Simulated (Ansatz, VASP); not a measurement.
## One calculation of Ni, two programs

```xyz
2
Lattice="0.0000 1.9880 1.9880 1.9880 0.0000 1.9880 1.9880 1.9880 0.0000" Properties=species:S:1:pos:R:3 pbc="T T T"
Ni   -0.4970   -0.4970   -0.4970
Ni    0.4970    0.4970    0.4970
```

Alike in both runs: task single point; functional PBE; k mesh 14 × 14 × 14; occupations fermi-dirac, width 0.08 eV; collinear spin.

|  | VASP | Ansatz |
| --- | --- | --- |
| version | VASP 6.6.1 | Ansatz 0.2.0 |
| potentials or method | VASP PAW PBE potentials, release 64 (Ni) | PAW with Ansatz's default frozen-core files, scalar-relativistic |
| plane-wave cutoff (eV) | 520 | 420 |
| valence electrons in the cell | 20 | 36 |

VASP gave:

| Quantity | Value |
| --- | --- |
| gap on the k mesh at the Fermi level (eV) | none |
| net moment per atom (μB) | 0.19 |
| size of the moment on the site where the two differ most (μB) | 0.18 |

Task: What did Ansatz give for the same quantities?

Result: gap on the k mesh at the Fermi level (eV): none; net moment per atom (μB): 0.48; size of the moment on the site where the two differ most (μB): 0.47.

The net moments are unlike, so the other rows may belong to different states. Site moments also hang on the region over which each program counts them. A gap of «none» marks a metal or a gap that the smearing closes. VASP's potentials hold 20 valence electrons a cell and Ansatz's 36, so a difference there can come from the potentials and not from the codes.
